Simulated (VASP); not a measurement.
# Sb (R-3m) in VASP: single point with r2SCAN

Aim: the single point of Sb with r2SCAN.

Program: VASP 6.6.1. These are calculated values, not measurements. Logs are shortened: lines on timing, memory, paths and dates and some standing lists are left out, and cuts for length are marked.

### 1 The cell of the first run

The structure is trigonal, space group R-3m (No. 166). The conventional cell has a = 4.308 Å, b = 4.308 Å, c = 11.274 Å, α = 90.00°, β = 90.00°, γ = 120.00°. Sb (site symmetry 3m) has 6 Sb at 2.91 to 3.35 Å within 3.8 Å.

### 2 Single point, r2SCAN

Input file POSCAR:

```
Sb
1.0
    2.1542000000      1.2437279499      3.7580000000
   -2.1542000000      1.2437279499      3.7580000000
    0.0000000000     -2.4874558998      3.7580000000
Sb
2
Direct
    0.2334900000      0.2334900000      0.2334900000
    0.7665100000      0.7665100000      0.7665100000
```

Input file INCAR.step1:

```
ALGO     = Normal         # electronic algorithm
EDIFF    = 1E-5           # SCF threshold, eV
ENCUT    = 550            # plane-wave cutoff, eV
GGA      = PE             # functional
GGA_COMPAT= F            
ISMEAR   = 0              # smearing method
LASPH    = T              # aspherical terms in the spheres
LCHARG   = F              # write CHGCAR
LREAL    = F              # projectors in reciprocal space
LWAVE    = T              # write WAVECAR
NBANDS   = 22             # bands
NELM     = 120            # most SCF steps
PREC     = Accurate       # precision mode
SIGMA    = 0.1            # smearing width, eV
```

Input file INCAR.step2:

```
ALGO     = Normal         # electronic algorithm
EDIFF    = 1E-6           # SCF threshold, eV
ENCUT    = 550            # plane-wave cutoff, eV
GGA_COMPAT= F            
ISIF     = 2              # what is computed and relaxed
ISMEAR   = 0              # smearing method
ISTART   = 1            
LASPH    = T              # aspherical terms in the spheres
LCHARG   = F              # write CHGCAR
LMIXTAU  = T            
LREAL    = F              # projectors in reciprocal space
LWAVE    = F              # write WAVECAR
METAGGA  = R2SCAN         # meta-GGA
NBANDS   = 22             # bands
NELM     = 120            # most SCF steps
PREC     = Accurate       # precision mode
SIGMA    = 0.1            # smearing width, eV
```

Input file KPOINTS:

```
k-points
0
Gamma
  6 6 6
```

Potentials or basis: VASP PAW PBE potentials, release 64 (Sb_d_GW).

Run with:

```sh
cat potpaw_PBE.64/Sb_d_GW/POTCAR > POTCAR
cp INCAR.step1 INCAR
mpirun -np 1 vasp_std > vasp.out
cp INCAR.step2 INCAR
mpirun -np 1 vasp_std > vasp.out
```

OUTCAR:

```text
EDIFF = 1E-6
   ENCUT = 550
   ISIF = 2
   ISMEAR = 0
   ISTART = 1
   LASPH = T
   LREAL = F
   METAGGA = R2SCAN
   NELM = 120
   PREC = Accurate

 ion  position               nearest neighbor table
   1  0.233  0.233  0.233-   2 2.91   2 2.91   2 2.91   2 3.35   2 3.35   2 3.35
   2  0.767  0.767  0.767-   1 2.91   1 2.91   1 2.91   1 3.35   1 3.35   1 3.35

  LATTYP: Found a trigonal (rhomboedric) cell.
 ALAT       =     4.5066618304
 COS(alpha) =     0.5430253624

  Lattice vectors:

 A1 = (   2.1542000000,   1.2437279499,   3.7580000000)
 A2 = (  -2.1542000000,   1.2437279499,   3.7580000000)
 A3 = (   0.0000000000,  -2.4874558998,   3.7580000000)

Analysis of symmetry for initial positions (statically):
=====================================================================
 Subroutine PRICEL returns:
 Original cell was already a primitive cell.

 Routine SETGRP: Setting up the symmetry group for a
 trigonal (rhombohedral) supercell.

 Subroutine GETGRP returns: Found 12 space group operations
 (whereof 12 operations were pure point group operations)
 out of a pool of 12 trial point group operations.

The static configuration has the point symmetry D_3d.

Analysis of symmetry for dynamics (positions and initial velocities):
=====================================================================
 Subroutine PRICEL returns:
 Original cell was already a primitive cell.

 Routine SETGRP: Setting up the symmetry group for a
 trigonal (rhombohedral) supercell.

 Subroutine GETGRP returns: Found 12 space group operations
 (whereof 12 operations were pure point group operations)
 out of a pool of 12 trial point group operations.

The dynamic configuration has the point symmetry D_3d.

 Subroutine INISYM returns: Found 12 space group operations
 (whereof 12 operations are pure point group operations),
 and found     1 'primitive' translations

----------------------------------------------------------------------------------------

                                     Primitive cell

  volume of cell :      60.4115

  direct lattice vectors                    reciprocal lattice vectors
     2.154200000  1.243727950  3.758000000     0.232104726  0.134005726  0.088699663
    -2.154200000  1.243727950  3.758000000    -0.232104726  0.134005726  0.088699663
     0.000000000 -2.487455900  3.758000000     0.000000000 -0.268011452  0.088699663

  length of vectors
     4.506661830  4.506661830  4.506661830     0.282307932  0.282307932  0.282307932

  position of ions in fractional coordinates (direct lattice)
     0.233490000  0.233490000  0.233490000
     0.766510000  0.766510000  0.766510000

  ion indices of the primitive-cell ions
   primitive index   ion index
                 1           1
                 2           2

----------------------------------------------------------------------------------------

 KPOINTS: k-points

Automatic generation of k-mesh.
 Grid dimensions read from file:
 generate k-points for:    6    6    6

 Generating k-lattice:

  Cartesian coordinates                     Fractional coordinates (reciprocal lattice)
     0.038684121  0.022334288  0.014783277     0.166666667  0.000000000  0.000000000
    -0.038684121  0.022334288  0.014783277     0.000000000  0.166666667  0.000000000
     0.000000000 -0.044668575  0.014783277     0.000000000  0.000000000  0.166666667

  Length of vectors
     0.047051322  0.047051322  0.047051322

  Shift w.r.t. Gamma in fractional coordinates (k-lattice)
     0.000000000  0.000000000  0.000000000

 Subroutine IBZKPT returns following result:
 ===========================================

 Found     32 irreducible k-points:

 Following reciprocal coordinates:
            Coordinates               Weight
  0.000000  0.000000  0.000000      1.000000
  0.166667 -0.000000 -0.000000      6.000000
  0.333333 -0.000000 -0.000000      6.000000
  0.500000 -0.000000  0.000000      3.000000
  0.166667  0.166667 -0.000000      6.000000
  0.333333  0.166667  0.000000     12.000000
[... 16 lines left out ...]
  0.500000  0.500000  0.166667      6.000000
 -0.333333  0.500000  0.166667     12.000000
 [... further k-points ...]
   k-points           NKPTS =     32   k-points in BZ     NKDIM =     32   number of bands    NBANDS=     22
   number of dos      NEDOS =    301   number of ions     NIONS =      2
   total plane-waves  NPLWV =  46656
   dimension x,y,z NGX =    36 NGY =   36 NGZ =   36
   dimension x,y,z NGXF=    72 NGYF=   72 NGZF=   72
   ions per type =               2
   NGX,Y,Z   is equivalent  to a cutoff of  13.28, 13.28, 13.28 a.u.
   NGXF,Y,Z  is equivalent  to a cutoff of  26.56, 26.56, 26.56 a.u.
 SYSTEM =  unknown system
   PREC   = accura    normal or accurate (medium, high low for compatibility)
   ISTART =      1    job   : 0-new  1-cont  2-samecut
   ICHARG =      0    charge: 1-file 2-atom 10-const
   ISPIN  =      1    spin polarized calculation?
   LNONCOLLINEAR =      F non collinear calculations
   LSORBIT =      F    spin-orbit coupling
   LASPH  =      T    aspherical Exc in radial PAW
   ENCUT  =  550.0 eV  40.42 Ry    6.36 a.u.   8.62  8.62  8.62*2*pi/ulx,y,z
   NELM   =    120;   NELMIN=  2; NELMDL=  0     # of ELM steps
   EDIFF  = 0.1E-05   stopping-criterion for ELM
   LREAL  =      F    real-space projection
   EDIFFG = 0.1E-04   stopping-criterion for IOM
   NSW    =      0    number of steps for IOM
   IBRION =     -1    ionic relax: 0-MD 1-quasi-New 2-CG
   NFREE  =      0    steps in history (QN), initial steepest desc. (CG)
   ISIF   =      2    stress and relaxation
   ISYM   =      2    0-nonsym 1-usesym 2-fastsym
   POTIM  = 0.5000    time-step for ionic-motion
   TEBEG  =    0.0;   TEEND  =   0.0 temperature during run
   PSTRESS=    0.0 pullay stress
   NELECT =      30.0000    total number of electrons
   NUPDOWN=      -1.0000    fix difference up-down
   EMIN   =  10.00;   EMAX   =-10.00  energy-range for DOS
   EFERMI =   0.00;   METHOD = LEGACY
   ISMEAR =     0;   SIGMA  =   0.10  broadening in eV -4-tet -1-fermi 0-gaus
   EFERMI_NEDOS =   21; number of points for ismear=-14 and -15
   IALGO  =     38    algorithm
   IMIX   =      4    mixing-type and parameters
     AMIX     =   0.40;   BMIX     =  1.00
     AMIX_MAG =   1.60;   BMIX_MAG =  1.00
  volume/ion in A,a.u.               =      30.21       203.84
  Fermi-wavevector in a.u.,A,eV,Ry     =   1.296409  2.449858 22.866996  1.680677
  Thomas-Fermi vector in A             =   2.427867
   LORBIT       =      0    0 simple, 1 ext, 2 COOP (PROOUT), +10 PAW based schemes
   METAGGA = R2SCAN    functional components
   LHFCALC =     F    Hartree Fock is set to
   AEXX    =    0.0000 exact exchange contribution
   IVDW    =     0    specifies the selected vdW correction
   LEPSILON=     F    determine dielectric tensor
   LRPA    =     F    only Hartree local field effects (RPA)
 non-spin polarized calculation
 Gauss-broadening in eV      SIGMA  =   0.10
  energy-cutoff  :      550.00
  volume of cell :       60.41
 maximum number of plane-waves:      1788
 NGX is ok and might be reduce to    36
   NGX = 17   NGY = 17   NGZ = 17

 number of electron      30.0000008 magnetization

 Free energy of the ion-electron system (eV)
  ---------------------------------------------------
  ext. energy  EPLUGINS =         0.00000000
  ---------------------------------------------------
  free energy    TOTEN  =       -51.45814226 eV

  energy without entropy =      -51.45621365  energy(sigma->0) =      -51.45717795

 E-fermi :   5.4351     XC(G=0): -10.6619

 val. band max:        5.4098340263   @ k =   0.5000   0.5000   0.5000
 cond. band min:       5.4733491154   @ k =   0.3333   0.1667   0.1667
 fundamental gap:      0.0635150891
 Fermi energy:         5.4351362178

 k-point     1 :       0.0000    0.0000    0.0000
  band No.  band energies     occupation
      1     -24.9996      2.00000
      2     -24.9996      2.00000
      3     -24.9012      2.00000
      4     -24.9012      2.00000
      5     -24.8722      2.00000
      6     -24.7761      2.00000
[... 14 lines left out ...]
     21      10.9817      0.00000
     22      12.4452      0.00000

 k-point     2 :       0.1667   -0.0000   -0.0000
  band No.  band energies     occupation
      1     -24.9877      2.00000
      2     -24.9825      2.00000
      3     -24.8955      2.00000
      4     -24.8912      2.00000
      5     -24.8648      2.00000
      6     -24.7840      2.00000
[... 14 lines left out ...]
     21      11.1126      0.00000
     22      14.2831      0.00000

 k-point     3 :       0.3333   -0.0000   -0.0000
  band No.  band energies     occupation
      1     -24.9598      2.00000
      2     -24.9368      2.00000
      3     -24.8832      2.00000
      4     -24.8653      2.00000
      5     -24.8446      2.00000
      6     -24.8089      2.00000
[... 14 lines left out ...]
     21      12.8121      0.00000
     22      16.6570      0.00000

 k-point     4 :       0.5000   -0.0000    0.0000
  band No.  band energies     occupation
      1     -24.9423      2.00000
      2     -24.8931      2.00000
      3     -24.8748      2.00000
      4     -24.8513      2.00000
      5     -24.8386      2.00000
      6     -24.8286      2.00000
[... 14 lines left out ...]
     21      15.1085      0.00000
     22      15.1454      0.00000

 k-point     5 :       0.1667    0.1667   -0.0000
  band No.  band energies     occupation
      1     -24.9978      2.00000
      2     -24.9670      2.00000
      3     -24.8987      2.00000
      4     -24.8872      2.00000
      5     -24.8624      2.00000
      6     -24.7875      2.00000
[... 417 lines left out ...]
 k-point    22 :      -0.1667    0.3333    0.1667
  band No.  band energies     occupation
      1     -24.9767      2.00000
      2     -24.8904      2.00000
      3     -24.8836      2.00000
      4     -24.8537      2.00000
      5     -24.8424      2.00000
      6     -24.8270      2.00000
[... 14 lines left out ...]
     21      14.2674      0.00000
     22      15.3839      0.00000

 k-point    23 :       0.5000    0.5000    0.1667
  band No.  band energies     occupation
      1     -24.9822      2.00000
      2     -24.9176      2.00000
      3     -24.8921      2.00000
      4     -24.8564      2.00000
      5     -24.8382      2.00000
      6     -24.8119      2.00000
[... 14 lines left out ...]
     21      15.1935      0.00000
     22      15.8971      0.00000

 k-point    24 :      -0.3333    0.5000    0.1667
  band No.  band energies     occupation
      1     -24.9757      2.00000
      2     -24.9088      2.00000
      3     -24.8846      2.00000
      4     -24.8559      2.00000
      5     -24.8296      2.00000
      6     -24.8236      2.00000
[... 14 lines left out ...]
     21      16.0576      0.00000
     22      16.8341      0.00000

 [... further k-points ...]

------------------------ aborting loop because EDIFF is reached ----------------------------------------

  FORCE on cell =-STRESS in cart. coord.  units (eV):
  Direction    XX          YY          ZZ          XY          YZ          ZX
  --------------------------------------------------------------------------------------
  -------------------------------------------------------------------------------------
  Total        0.6521456      0.6521456      0.5987938      0.0000000      0.0000000      0.0000000
  in kB       17.2956042     17.2956042     15.8806561      0.0000000      0.0000000      0.0000000
  external PRESSURE =      16.8239548 kB  Pullay stress =       0.0000000 kB

 VOLUME and BASIS-vectors are now :
 -----------------------------------------------------------------------------
  energy-cutoff  :      550.00
  volume of cell :       60.41
      direct lattice vectors                 reciprocal lattice vectors
     2.154200000  1.243727950  3.758000000     0.232104726  0.134005726  0.088699663
    -2.154200000  1.243727950  3.758000000    -0.232104726  0.134005726  0.088699663
     0.000000000 -2.487455900  3.758000000     0.000000000 -0.268011452  0.088699663

 POSITION                                       TOTAL-FORCE (eV/Angst)
 -----------------------------------------------------------------------------------
      0.00000      0.00000      2.63237         0.000000      0.000000     -0.079648
      0.00000      0.00000      8.64163         0.000000      0.000000      0.079648
 -----------------------------------------------------------------------------------
    total drift:                                0.000000     -0.000000      0.000000

  FREE ENERGIE OF THE ION-ELECTRON SYSTEM (eV)
  ---------------------------------------------------
  free  energy   TOTEN  =       -51.4581422555 eV

  energy  without entropy=      -51.4562136455  energy(sigma->0) =      -51.45717795
```

Run time: 93 s. Hardware: 1 thread of Intel Xeon 6975P-C (Granite Rapids), shared host; peak memory 0.23 GiB.

Results:

```yaml
Free_energy: -51.4581 eV
Pressure: 1.7 GPa
Largest_force: 0.080 eV/Å
Band_gap_on_the_k_mesh: zero (bands 15 and 16 overlap by 0.19 eV)
```

Forces in eV/Å, atoms in the order of the input:
```
Sb   0.000  0.000 -0.080
Sb   0.000  0.000  0.080
```

Stress tensor (GPa, compression positive):
```
1.73 0.00 0.00
0.00 1.73 0.00
0.00 0.00 1.59
```

Levels at points of the mesh, in eV from the Fermi level:
```tsv
k point	band 12	band 13	band 14	band 15	band 16	band 17	band 18	band 19
(0.00, 0.00, 0.00)	-4.92	-2.39	-2.11	-2.11	2.08	2.70	2.70	5.37
(0.50, 0.00, 0.00)	-10.19	-2.24	-2.12	-0.48	-0.15	0.22	0.38	8.05
(0.50, 0.50, 0.00)	-8.41	-5.82	-4.13	-4.04	1.63	5.07	5.74	7.24
(0.50, 0.50, 0.50)	-9.51	-1.57	-1.57	-0.39	-0.03	-0.03	1.14	7.46
```

Caveat: the PAW data sets were made with another functional, which shifts forces and pressure a little; spin-orbit coupling is left out, which moves the levels of the heavy elements.

The gap in the log of VASP goes by the Fermi energy; the results here count the filled bands.